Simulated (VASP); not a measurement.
# HgTe (rocksalt type) (Fm-3m) in VASP: further runs, part 2 of 2

VASP 6.6.1.

### 3 Single point, PBE (23.20 Å³/atom)

This run uses another cell than the first one, of 23.20 Å³/atom.

POSCAR reads:

```
HgTe
1.0
    0.0000000000      2.8520073776      2.8520073776
    2.8520073776      0.0000000000      2.8520073776
    2.8520073776      2.8520073776      0.0000000000
Hg Te
1 1
Direct
    0.0000000000      0.0000000000      0.0000000000
    0.5000000000      0.5000000000      0.5000000000
```

INCAR.step1 reads:

```
SYSTEM = HgTe
PREC = Accurate
ENCUT = 520
EDIFF = 1E-6
ISMEAR = -1
SIGMA = 0.1
LREAL = .FALSE.
LASPH = .TRUE.
NELM = 60
ALGO = Normal
ISIF = 2
LWAVE = .FALSE.
LCHARG = .TRUE.
GGA = PE
NBANDS = 16
```

KPOINTS.step1 reads:

```
regular mesh
0
G
  12 12 12
  0 0 0
```

INCAR.step2 reads:

```
SYSTEM = HgTe
PREC = Accurate
ENCUT = 520
EDIFF = 1E-6
ISMEAR = -5
SIGMA = 0.1
LREAL = .FALSE.
LASPH = .TRUE.
NELM = 60
ALGO = Normal
ISIF = 2
LWAVE = .FALSE.
LCHARG = .FALSE.
GGA = PE
LORBIT = 11
NBANDS = 16
NEDOS = 2001
ICHARG = 11
```

KPOINTS.step2 reads:

```
regular mesh
0
G
  18 18 18
  0 0 0
```

Potentials or basis: VASP PAW PBE potentials, release 64 (Hg, Te).

Launch:

```
> cat potpaw_PBE.64/Hg/POTCAR potpaw_PBE.64/Te/POTCAR > POTCAR
> cp INCAR.step1 INCAR
> cp KPOINTS.step1 KPOINTS
> mpirun -np 1 vasp_std > vasp.out
> cp INCAR.step2 INCAR
> cp KPOINTS.step2 KPOINTS
> mpirun -np 1 vasp_std > vasp.out
```

OUTCAR:

```text
SYSTEM = HgTe
   PREC = Accurate
   ENCUT = 520
   EDIFF = 1E-6
   ISMEAR = -5
   LREAL = .FALSE.
   LASPH = .TRUE.
   NELM = 60
   ISIF = 2
   GGA = PE
   LORBIT = 11
   ICHARG = 11

 ion  position               nearest neighbor table
   1  0.000  0.000  0.000-   2 2.85   2 2.85   2 2.85   2 2.85   2 2.85   2 2.85
   2  0.500  0.500  0.500-   1 2.85   1 2.85   1 2.85   1 2.85   1 2.85   1 2.85

  LATTYP: Found a face centered cubic cell.
 ALAT       =     5.7040147552

  Lattice vectors:

 A1 = (   0.0000000000,   2.8520073776,   2.8520073776)
 A2 = (   2.8520073776,   0.0000000000,   2.8520073776)
 A3 = (   2.8520073776,   2.8520073776,   0.0000000000)

Analysis of symmetry for initial positions (statically):
=====================================================================
 Subroutine PRICEL returns:
 Original cell was already a primitive cell.

 Routine SETGRP: Setting up the symmetry group for a
 face centered cubic supercell.

 Subroutine GETGRP returns: Found 48 space group operations
 (whereof 48 operations were pure point group operations)
 out of a pool of 48 trial point group operations.

The static configuration has the point symmetry O_h .

Analysis of symmetry for dynamics (positions and initial velocities):
=====================================================================
 Subroutine PRICEL returns:
 Original cell was already a primitive cell.

 Routine SETGRP: Setting up the symmetry group for a
 face centered cubic supercell.

 Subroutine GETGRP returns: Found 48 space group operations
 (whereof 48 operations were pure point group operations)
 out of a pool of 48 trial point group operations.

The dynamic configuration has the point symmetry O_h .

 Subroutine INISYM returns: Found 48 space group operations
 (whereof 48 operations are pure point group operations),
 and found     1 'primitive' translations

----------------------------------------------------------------------------------------

[... 121 lines left out ...]
   AEXX    =    0.0000 exact exchange contribution
   IVDW    =     0    specifies the selected vdW correction
   LEPSILON=     F    determine dielectric tensor
   LRPA    =     F    only Hartree local field effects (RPA)
 non-spin polarized calculation
 Fermi weights with tetrahedron method with Bloechl corrections
  energy-cutoff  :      520.00
  volume of cell :       46.40
 maximum number of plane-waves:      1272
 NGX is ok and might be reduce to    30

 number of electron      18.0000003 magnetization

 Free energy of the ion-electron system (eV)
  ---------------------------------------------------
  ext. energy  EPLUGINS =         0.00000000
  ---------------------------------------------------
  free energy    TOTEN  =        -2.79738640 eV

  energy without entropy =       -2.79738640  energy(sigma->0) =       -2.79738640

 E-fermi :   6.9285     XC(G=0): -10.8684

 val. band max:        6.9697478554   @ k =   0.4444   0.0556   0.0000
 cond. band min:       6.9289718463   @ k =  -0.4444   0.1111   0.0556
 fundamental gap:     -0.0407760091
 Fermi energy:         6.9285286622

 k-point     1 :       0.0000    0.0000    0.0000
  band No.  band energies     occupation
      1      -6.7755      2.00000
      2      -0.7073      2.00000
      3      -0.7073      2.00000
      4      -0.6445      2.00000
      5      -0.6445      2.00000
      6      -0.6445      2.00000
[... 433 lines left out ...]
      3      -0.9850      2.00000
      4      -0.8010      2.00000
      5      -0.5314      2.00000
      6      -0.4938      2.00000
[... 8 lines left out ...]
     15      15.5282      0.00000
     16      16.6317      0.00000

 [... further k-points ...]

------------------------ aborting loop because EDIFF is reached ----------------------------------------

  FORCE on cell =-STRESS in cart. coord.  units (eV):
  Direction    XX          YY          ZZ          XY          YZ          ZX
  --------------------------------------------------------------------------------------
  -------------------------------------------------------------------------------------
  Total        5.4958996      5.4958996      5.4958996      0.0000000      0.0000000      0.0000000
  in kB      189.7874285    189.7874285    189.7874285      0.0000000      0.0000000      0.0000000
  external PRESSURE =     189.7874285 kB  Pullay stress =       0.0000000 kB

 VOLUME and BASIS-vectors are now :
 -----------------------------------------------------------------------------
  energy-cutoff  :      520.00
  volume of cell :       46.40
      direct lattice vectors                 reciprocal lattice vectors
     0.000000000  2.852007378  2.852007378    -0.175315115  0.175315115  0.175315115
     2.852007378  0.000000000  2.852007378     0.175315115 -0.175315115  0.175315115
     2.852007378  2.852007378  0.000000000     0.175315115  0.175315115 -0.175315115

 POSITION                                       TOTAL-FORCE (eV/Angst)
 -----------------------------------------------------------------------------------
      0.00000      0.00000      0.00000         0.000000     -0.000000     -0.000000
      2.85201      2.85201      2.85201         0.000000      0.000000      0.000000
 -----------------------------------------------------------------------------------
    total drift:                               -0.000000      0.000000      0.000000

  FREE ENERGIE OF THE ION-ELECTRON SYSTEM (eV)
  ---------------------------------------------------
  free  energy   TOTEN  =        -2.7973863991 eV

  energy  without entropy=       -2.7973863991  energy(sigma->0) =       -2.79738640

 total charge

# of ion       s       p       d       tot
------------------------------------------
    1        0.812   0.467   9.340  10.620
    2        1.400   1.963   0.064   3.427
--------------------------------------------------
tot          2.212   2.430   9.404  14.046
```

OSZICAR.step1:

```text
N       E                     dE             d eps       ncg     rms          rms(c)
DAV:   1     0.107724678551E+03    0.10772E+03   -0.86017E+03  2336   0.102E+03
DAV:   2     0.135078720433E+00   -0.10759E+03   -0.10044E+03  2720   0.241E+02
DAV:   3    -0.302534653918E+01   -0.31604E+01   -0.31456E+01  2864   0.420E+01
DAV:   4    -0.304455581012E+01   -0.19209E-01   -0.19208E-01  2816   0.325E+00
DAV:   5    -0.304486287069E+01   -0.30706E-03   -0.30706E-03  2968   0.389E-01    0.120E+01
DAV:   6    -0.281683741160E+01    0.22803E+00   -0.43299E-01  2872   0.947E+00    0.867E+00
DAV:   7    -0.280857372848E+01    0.82637E-02   -0.93148E-02  2840   0.224E+00    0.233E+00
DAV:   8    -0.280709786683E+01    0.14759E-02   -0.11050E-02  2624   0.128E+00    0.651E-01
DAV:   9    -0.280702988067E+01    0.67986E-04   -0.65734E-04  2968   0.287E-01    0.111E-01
DAV:  10    -0.280704004032E+01   -0.10160E-04   -0.45265E-05  2816   0.628E-02    0.358E-02
DAV:  11    -0.280704515182E+01   -0.51115E-05   -0.10258E-05  2824   0.290E-02    0.323E-02
DAV:  12    -0.280704432824E+01    0.82358E-06   -0.13457E-06  1912   0.126E-02
   1 F= -.28070443E+01 E0= -.27902873E+01  d E =-.335141E-01
```

Wall time 3.2 min (1 thread of Intel Xeon 8259CL, shared host); peak memory 0.28 GiB.

What came out:

```
Valence electrons inside the program's atomic spheres : Hg 10.62; Te 3.43
```

Caveat: spin-orbit coupling is left out, which moves the levels of the heavy elements; tetrahedron occupations give inexact forces and stress in metals.

### 4 Single point, PBE (25.52 Å³/atom)

This run uses another cell than the first one, of 25.52 Å³/atom.

POSCAR reads:

```
HgTe
1.0
    0.0000000000      2.9440705050      2.9440705050
    2.9440705050      0.0000000000      2.9440705050
    2.9440705050      2.9440705050      0.0000000000
Hg Te
1 1
Direct
    0.0000000000      0.0000000000      0.0000000000
    0.5000000000      0.5000000000      0.5000000000
```

INCAR.step1 reads:

```
ALGO = Normal
EDIFF = 1E-7
ENCUT = 520
GGA = PE
ISIF = 2
ISMEAR = -1
LASPH = True
LCHARG = True
LREAL = False
LWAVE = False
NBANDS = 16
NELM = 60
PREC = Accurate
SIGMA = 0.1
```

KPOINTS.step1 reads:

```
k-points
0
Gamma
  12 12 12
```

INCAR.step2 reads:

```
ALGO = Normal
EDIFF = 1E-7
ENCUT = 520
GGA = PE
ICHARG = 11
ISIF = 2
ISMEAR = -5
LASPH = True
LCHARG = False
LORBIT = 11
LREAL = False
LWAVE = False
NBANDS = 16
NEDOS = 1001
NELM = 60
PREC = Accurate
SIGMA = 0.1
```

KPOINTS.step2 reads:

```
k-points
0
Gamma
  18 18 18
```

Potentials or basis: VASP PAW PBE potentials, release 64 (Hg, Te).

Launch:

```
> cat potpaw_PBE.64/Hg/POTCAR potpaw_PBE.64/Te/POTCAR > POTCAR
> cp INCAR.step1 INCAR
> cp KPOINTS.step1 KPOINTS
> mpirun -np 1 vasp_std > vasp.out
> cp INCAR.step2 INCAR
> cp KPOINTS.step2 KPOINTS
> mpirun -np 1 vasp_std > vasp.out
```

OUTCAR:

```text
EDIFF = 1E-7
   ENCUT = 520
   GGA = PE
   ICHARG = 11
   ISIF = 2
   ISMEAR = -5
   LASPH = True
   LORBIT = 11
   LREAL = False
   NELM = 60
   PREC = Accurate

 ion  position               nearest neighbor table
   1  0.000  0.000  0.000-   2 2.94   2 2.94   2 2.94   2 2.94   2 2.94   2 2.94
   2  0.500  0.500  0.500-   1 2.94   1 2.94   1 2.94   1 2.94   1 2.94   1 2.94

  LATTYP: Found a face centered cubic cell.
 ALAT       =     5.8881410100

  Lattice vectors:

[... 649 lines left out ...]
  -------------------------------------------------------------------------------------
  Total        2.6748567      2.6748567      2.6748567      0.0000000      0.0000000     -0.0000000
  in kB       83.9723843     83.9723843     83.9723843      0.0000000      0.0000000     -0.0000000
  external PRESSURE =      83.9723843 kB  Pullay stress =       0.0000000 kB

 VOLUME and BASIS-vectors are now :
 -----------------------------------------------------------------------------
  energy-cutoff  :      520.00
  volume of cell :       51.04
      direct lattice vectors                 reciprocal lattice vectors
     0.000000000  2.944070505  2.944070505    -0.169832889  0.169832889  0.169832889
     2.944070505  0.000000000  2.944070505     0.169832889 -0.169832889  0.169832889
     2.944070505  2.944070505  0.000000000     0.169832889  0.169832889 -0.169832889

 POSITION                                       TOTAL-FORCE (eV/Angst)
 -----------------------------------------------------------------------------------
      0.00000      0.00000      0.00000         0.000000      0.000000      0.000000
      2.94407      2.94407      2.94407         0.000000     -0.000000     -0.000000
 -----------------------------------------------------------------------------------
    total drift:                                0.000000     -0.000000     -0.000000

  FREE ENERGIE OF THE ION-ELECTRON SYSTEM (eV)
  ---------------------------------------------------
  free  energy   TOTEN  =        -3.1827278266 eV

  energy  without entropy=       -3.1827278266  energy(sigma->0) =       -3.18272783

 total charge

# of ion       s       p       d       tot
------------------------------------------
    1        0.788   0.386   9.340  10.514
    2        1.400   1.920   0.047   3.367
--------------------------------------------------
tot          2.188   2.306   9.386  13.881
```

Run time: 55 s. Hardware: 1 thread of Intel Xeon 6975P-C (Granite Rapids), shared host; peak memory 0.29 GiB.

Results:

```yaml
Valence_electrons_inside_the_program's_atomic_spheres: Hg 10.51; Te 3.37
```

Caveat: spin-orbit coupling is left out, which moves the levels of the heavy elements; tetrahedron occupations give inexact forces and stress in metals.
